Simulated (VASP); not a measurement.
# CdF2 (Fm-3m) in VASP: notebook

The runs below take CdF2 through single point, with PBEsol.

Program: VASP 6.6.1. These are calculated values, not measurements. Logs are shortened: lines on timing, memory, paths and dates and some standing lists are left out, and cuts for length are marked.

### 1 The cell of the first run

Symmetry: Fm-3m, No. 225, cubic system. The conventional cell has a = 5.284 Å, b = 5.284 Å, c = 5.284 Å, α = 90.00°, β = 90.00°, γ = 90.00°. Cd (site symmetry m-3m) has 8 F at 2.29 Å within 3.0 Å. F (site symmetry -43m) has 4 Cd at 2.29 Å and 6 F at 2.64 Å within 3.0 Å.

### 2 Single point, PBEsol

File INCAR:

```
PREC = Accurate
ENCUT = 700
EDIFF = 1E-6
ISMEAR = 0
SIGMA = 0.01
LREAL = F
LASPH = T
NELM = 120
ALGO = Normal
ISIF = 2
LWAVE = F
LCHARG = F
GGA = PS
NBANDS = 24
GGA_COMPAT = F
```

File KPOINTS:

```
regular mesh
0
Gamma
  6 6 6
```

File POSCAR:

```
CdF2
1.0
    0.0000000000      2.6418766014      2.6418766014
    2.6418766014      0.0000000000      2.6418766014
    2.6418766014      2.6418766014      0.0000000000
Cd F
1 2
Direct
    0.0000000000      0.0000000000      0.0000000000
    0.2500000000      0.2500000000      0.2500000000
    0.7500000000      0.7500000000      0.7500000000
```

Potentials or basis: VASP PAW PBE potentials, release 64 (Cd_sv_GW, F).

Started as:

```
> cat potpaw_PBE.64/Cd_sv_GW/POTCAR potpaw_PBE.64/F/POTCAR > POTCAR
> mpirun -np 1 vasp_std > vasp.out
```

OUTCAR:

```text
PREC = Accurate
   ENCUT = 700
   EDIFF = 1E-6
   ISMEAR = 0
   LREAL = F
   LASPH = T
   NELM = 120
   ISIF = 2
   GGA = PS

 ion  position               nearest neighbor table
   1  0.000  0.000  0.000-
   2  0.250  0.250  0.250-
   3  0.750  0.750  0.750-

  LATTYP: Found a face centered cubic cell.
 ALAT       =     5.2837532028

  Lattice vectors:

 A1 = (   0.0000000000,   2.6418766014,   2.6418766014)
 A2 = (   2.6418766014,   0.0000000000,   2.6418766014)
 A3 = (   2.6418766014,   2.6418766014,   0.0000000000)

Analysis of symmetry for initial positions (statically):
=====================================================================
 Subroutine PRICEL returns:
 Original cell was already a primitive cell.

 Routine SETGRP: Setting up the symmetry group for a
 face centered cubic supercell.

 Subroutine GETGRP returns: Found 48 space group operations
 (whereof 48 operations were pure point group operations)
 out of a pool of 48 trial point group operations.

The static configuration has the point symmetry O_h .

Analysis of symmetry for dynamics (positions and initial velocities):
=====================================================================
 Subroutine PRICEL returns:
 Original cell was already a primitive cell.

 Routine SETGRP: Setting up the symmetry group for a
 face centered cubic supercell.

 Subroutine GETGRP returns: Found 48 space group operations
 (whereof 48 operations were pure point group operations)
 out of a pool of 48 trial point group operations.

The dynamic configuration has the point symmetry O_h .

 Subroutine INISYM returns: Found 48 space group operations
 (whereof 48 operations are pure point group operations),
 and found     1 'primitive' translations

----------------------------------------------------------------------------------------

                                     Primitive cell

  volume of cell :      36.8780

  direct lattice vectors                    reciprocal lattice vectors
     0.000000000  2.641876601  2.641876601    -0.189259407  0.189259407  0.189259407
     2.641876601  0.000000000  2.641876601     0.189259407 -0.189259407  0.189259407
     2.641876601  2.641876601  0.000000000     0.189259407  0.189259407 -0.189259407

  length of vectors
     3.736177720  3.736177720  3.736177720     0.327806909  0.327806909  0.327806909

  position of ions in fractional coordinates (direct lattice)
     0.000000000  0.000000000  0.000000000
     0.250000000  0.250000000  0.250000000
     0.750000000  0.750000000  0.750000000

  ion indices of the primitive-cell ions
   primitive index   ion index
                 1           1
                 2           2
                 3           3

----------------------------------------------------------------------------------------

 KPOINTS: regular mesh

Automatic generation of k-mesh.
 Grid dimensions read from file:
 generate k-points for:    6    6    6

 Generating k-lattice:

  Cartesian coordinates                     Fractional coordinates (reciprocal lattice)
    -0.031543235  0.031543235  0.031543235     0.166666667  0.000000000  0.000000000
     0.031543235 -0.031543235  0.031543235     0.000000000  0.166666667  0.000000000
     0.031543235  0.031543235 -0.031543235     0.000000000  0.000000000  0.166666667

  Length of vectors
     0.054634485  0.054634485  0.054634485

  Shift w.r.t. Gamma in fractional coordinates (k-lattice)
     0.000000000  0.000000000  0.000000000

 Subroutine IBZKPT returns following result:
 ===========================================

 Found     16 irreducible k-points:

 Following reciprocal coordinates:
            Coordinates               Weight
  0.000000  0.000000  0.000000      1.000000
  0.166667  0.000000  0.000000      8.000000
  0.333333  0.000000  0.000000      8.000000
  0.500000  0.000000  0.000000      4.000000
  0.166667  0.166667  0.000000      6.000000
  0.333333  0.166667  0.000000     24.000000
[... 8 lines left out ...]
 -0.333333  0.333333  0.166667     24.000000
 -0.333333  0.500000  0.166667     12.000000
   k-points           NKPTS =     16   k-points in BZ     NKDIM =     16   number of bands    NBANDS=     24
   number of dos      NEDOS =    301   number of ions     NIONS =      3
   total plane-waves  NPLWV =  32768
   dimension x,y,z NGX =    32 NGY =   32 NGZ =   32
   dimension x,y,z NGXF=    64 NGYF=   64 NGZF=   64
   ions per type =               1   2
   NGX,Y,Z   is equivalent  to a cutoff of  14.24, 14.24, 14.24 a.u.
   NGXF,Y,Z  is equivalent  to a cutoff of  28.48, 28.48, 28.48 a.u.
 SYSTEM =  unknown system
   PREC   = accura    normal or accurate (medium, high low for compatibility)
   ISTART =      0    job   : 0-new  1-cont  2-samecut
   ICHARG =      2    charge: 1-file 2-atom 10-const
   ISPIN  =      1    spin polarized calculation?
   LNONCOLLINEAR =      F non collinear calculations
   LSORBIT =      F    spin-orbit coupling
   LASPH  =      T    aspherical Exc in radial PAW
   ENCUT  =  700.0 eV  51.45 Ry    7.17 a.u.   8.06  8.06  8.06*2*pi/ulx,y,z
   NELM   =    120;   NELMIN=  2; NELMDL= -5     # of ELM steps
   EDIFF  = 0.1E-05   stopping-criterion for ELM
   LREAL  =      F    real-space projection
   EDIFFG = 0.1E-04   stopping-criterion for IOM
   NSW    =      0    number of steps for IOM
   IBRION =     -1    ionic relax: 0-MD 1-quasi-New 2-CG
   NFREE  =      0    steps in history (QN), initial steepest desc. (CG)
   ISIF   =      2    stress and relaxation
   ISYM   =      2    0-nonsym 1-usesym 2-fastsym
   POTIM  = 0.5000    time-step for ionic-motion
   TEBEG  =    0.0;   TEEND  =   0.0 temperature during run
   PSTRESS=    0.0 pullay stress
   NELECT =      34.0000    total number of electrons
   NUPDOWN=      -1.0000    fix difference up-down
   EMIN   =  10.00;   EMAX   =-10.00  energy-range for DOS
   EFERMI =   0.00;   METHOD = LEGACY
   ISMEAR =     0;   SIGMA  =   0.01  broadening in eV -4-tet -1-fermi 0-gaus
   EFERMI_NEDOS =   21; number of points for ismear=-14 and -15
   IALGO  =     38    algorithm
   IMIX   =      4    mixing-type and parameters
     AMIX     =   0.40;   BMIX     =  1.00
     AMIX_MAG =   1.60;   BMIX_MAG =  1.00
  volume/ion in A,a.u.               =      12.29        82.96
  Fermi-wavevector in a.u.,A,eV,Ry     =   1.593353  3.011000 34.542105  2.538773
  Thomas-Fermi vector in A             =   2.691596
   LORBIT       =      0    0 simple, 1 ext, 2 COOP (PROOUT), +10 PAW based schemes
   GGA     = PS    functional components
   LHFCALC =     F    Hartree Fock is set to
   AEXX    =    0.0000 exact exchange contribution
   IVDW    =     0    specifies the selected vdW correction
   LEPSILON=     F    determine dielectric tensor
   LRPA    =     F    only Hartree local field effects (RPA)
 non-spin polarized calculation
 Gauss-broadening in eV      SIGMA  =   0.01
  energy-cutoff  :      700.00
  volume of cell :       36.88
 maximum number of plane-waves:      1572
   NGX = 17   NGY = 17   NGZ = 17

 number of electron      33.9999994 magnetization

 Free energy of the ion-electron system (eV)
  ---------------------------------------------------
  ext. energy  EPLUGINS =         0.00000000
  ---------------------------------------------------
  free energy    TOTEN  =       -11.67363257 eV

  energy without entropy =      -11.67363257  energy(sigma->0) =      -11.67363257

 E-fermi :   1.3470     XC(G=0): -11.1976

 val. band max:        1.0696736878   @ k =  -0.3333   0.5000   0.1667
 cond. band min:       4.2178093247   @ k =   0.0000   0.0000   0.0000
 fundamental gap:      3.1481356370
 Fermi energy:         1.3469830431

 k-point     1 :       0.0000    0.0000    0.0000
  band No.  band energies     occupation
      1     -97.1023      2.00000
      2     -58.2336      2.00000
      3     -58.2336      2.00000
      4     -58.2336      2.00000
      5     -19.9717      2.00000
      6     -18.6644      2.00000
[... 16 lines left out ...]
     23      21.1855      0.00000
     24      21.1855      0.00000

 k-point     2 :       0.1667    0.0000    0.0000
  band No.  band energies     occupation
      1     -97.1024      2.00000
      2     -58.2344      2.00000
      3     -58.2337      2.00000
      4     -58.2337      2.00000
      5     -19.8687      2.00000
      6     -18.7568      2.00000
[... 16 lines left out ...]
     23      20.5603      0.00000
     24      20.5944      0.00000

 k-point     3 :       0.3333    0.0000    0.0000
  band No.  band energies     occupation
      1     -97.1023      2.00000
      2     -58.2362      2.00000
      3     -58.2340      2.00000
      4     -58.2340      2.00000
      5     -19.6097      2.00000
      6     -18.9879      2.00000
[... 16 lines left out ...]
     23      19.7792      0.00000
     24      20.6767      0.00000

 k-point     4 :       0.5000    0.0000    0.0000
  band No.  band energies     occupation
      1     -97.1023      2.00000
      2     -58.2371      2.00000
      3     -58.2341      2.00000
      4     -58.2341      2.00000
      5     -19.3384      2.00000
      6     -19.2419      2.00000
[... 16 lines left out ...]
     23      19.4892      0.00000
     24      20.0038      0.00000

 k-point     5 :       0.1667    0.1667    0.0000
  band No.  band energies     occupation
      1     -97.1023      2.00000
      2     -58.2344      2.00000
      3     -58.2339      2.00000
      4     -58.2339      2.00000
      5     -19.8385      2.00000
      6     -18.7807      2.00000
[... 235 lines left out ...]
 k-point    14 :       0.5000    0.3333    0.1667
  band No.  band energies     occupation
      1     -97.1023      2.00000
      2     -58.2363      2.00000
      3     -58.2351      2.00000
      4     -58.2344      2.00000
      5     -19.4679      2.00000
      6     -19.0882      2.00000
[... 16 lines left out ...]
     23      20.5802      0.00000
     24      22.7143      0.00000

 k-point    15 :      -0.3333    0.3333    0.1667
  band No.  band energies     occupation
      1     -97.1023      2.00000
      2     -58.2364      2.00000
      3     -58.2355      2.00000
      4     -58.2346      2.00000
      5     -19.2806      2.00000
      6     -19.2563      2.00000
[... 16 lines left out ...]
     23      20.2227      0.00000
     24      22.7743      0.00000

 k-point    16 :      -0.3333    0.5000    0.1667
  band No.  band energies     occupation
      1     -97.1023      2.00000
      2     -58.2366      2.00000
      3     -58.2355      2.00000
      4     -58.2349      2.00000
      5     -19.3357      2.00000
      6     -19.1848      2.00000
[... 16 lines left out ...]
     23      21.5296      0.00000
     24      21.9410      0.00000

------------------------ aborting loop because EDIFF is reached ----------------------------------------

  FORCE on cell =-STRESS in cart. coord.  units (eV):
  Direction    XX          YY          ZZ          XY          YZ          ZX
  --------------------------------------------------------------------------------------
  -------------------------------------------------------------------------------------
  Total        1.5275610      1.5275610      1.5275610      0.0000000      0.0000000      0.0000000
  in kB       66.3653765     66.3653765     66.3653765      0.0000000      0.0000000      0.0000000
  external PRESSURE =      66.3653765 kB  Pullay stress =       0.0000000 kB

 VOLUME and BASIS-vectors are now :
 -----------------------------------------------------------------------------
  energy-cutoff  :      700.00
  volume of cell :       36.88
      direct lattice vectors                 reciprocal lattice vectors
     0.000000000  2.641876601  2.641876601    -0.189259407  0.189259407  0.189259407
     2.641876601  0.000000000  2.641876601     0.189259407 -0.189259407  0.189259407
     2.641876601  2.641876601  0.000000000     0.189259407  0.189259407 -0.189259407

 POSITION                                       TOTAL-FORCE (eV/Angst)
 -----------------------------------------------------------------------------------
      0.00000      0.00000      0.00000         0.000000      0.000000     -0.000000
      1.32094      1.32094      1.32094         0.000000      0.000000     -0.000000
      3.96281      3.96281      3.96281        -0.000000     -0.000000      0.000000
 -----------------------------------------------------------------------------------
    total drift:                                0.000000     -0.000000      0.000000

  FREE ENERGIE OF THE ION-ELECTRON SYSTEM (eV)
  ---------------------------------------------------
  free  energy   TOTEN  =       -11.6736325722 eV

  energy  without entropy=      -11.6736325722  energy(sigma->0) =      -11.67363257
```

Run time: 30 s. Hardware: 1 thread of AMD EPYC 7R13 (Zen 3), shared host; peak memory 0.16 GiB.

Results:

```yaml
Free_energy: -11.6736 eV
Pressure: 6.6 GPa
Band_gap_on_the_k_mesh: 3.15 eV (least direct gap 3.54 eV)
```

Caveat: the cell stands under pressure; the PAW data sets were made with another functional, which shifts forces and pressure a little. A k mesh can miss the band edges.

### 3 Single point, PBEsol

This run uses another cell than the first one, of 12.57 Å³/atom.

File INCAR:

```
SYSTEM = CdF2
  PREC = Accurate
  ENCUT = 700
  EDIFF = 1E-6
  ISMEAR = 0
  SIGMA = 0.01
  LREAL = .FALSE.
  LASPH = .TRUE.
  NELM = 120
  ALGO = Normal
  ISIF = 2
  LWAVE = .FALSE.
  LCHARG = .FALSE.
  GGA = PS
  NBANDS = 24
  GGA_COMPAT = .FALSE.
```

File KPOINTS:

```
regular mesh
0
G
  6 6 6
  0 0 0
```

File POSCAR:

```
CdF2
1.0
    0.0000000000      2.6616727385      2.6616727385
    2.6616727385      0.0000000000      2.6616727385
    2.6616727385      2.6616727385      0.0000000000
Cd F
1 2
Direct
    0.0000000000      0.0000000000      0.0000000000
    0.2500000000      0.2500000000      0.2500000000
    0.7500000000      0.7500000000      0.7500000000
```

Potentials or basis: VASP PAW PBE potentials, release 64 (Cd_sv_GW, F).

Started as:

```
> cat potpaw_PBE.64/Cd_sv_GW/POTCAR potpaw_PBE.64/F/POTCAR > POTCAR
> mpirun -np 1 vasp_std > vasp.out
```

It took 15 s on 1 thread of Intel Xeon Platinum 8488C (Sapphire Rapids), shared host; peak memory 0.18 GiB.

The run converged. Its results:

```yaml
Free_energy: -11.7027 eV
Pressure: 3.6 GPa
Band_gap_on_the_k_mesh: 3.07 eV (least direct gap 3.49 eV)
```

Levels at points of the mesh, in eV from the valence-band top:
```tsv
k point	band 13	band 14	band 15	band 16	band 17	band 18	band 19	band 20	band 21	band 22
(0.00, 0.00, 0.00)	-1.08	-1.08	-0.42	-0.42	-0.42	3.07	12.69	12.69	12.69	17.74
(0.50, 0.00, 0.00)	-2.48	-2.00	-2.00	-0.34	-0.34	7.37	9.09	14.66	14.66	18.27
(0.50, 0.50, 0.00)	-3.19	-3.12	-0.58	-0.07	-0.07	8.21	9.70	11.79	14.45	14.45
```

Caveat: the cell stands under pressure; the PAW data sets were made with another functional, which shifts forces and pressure a little.

[end of part 1 of 2]
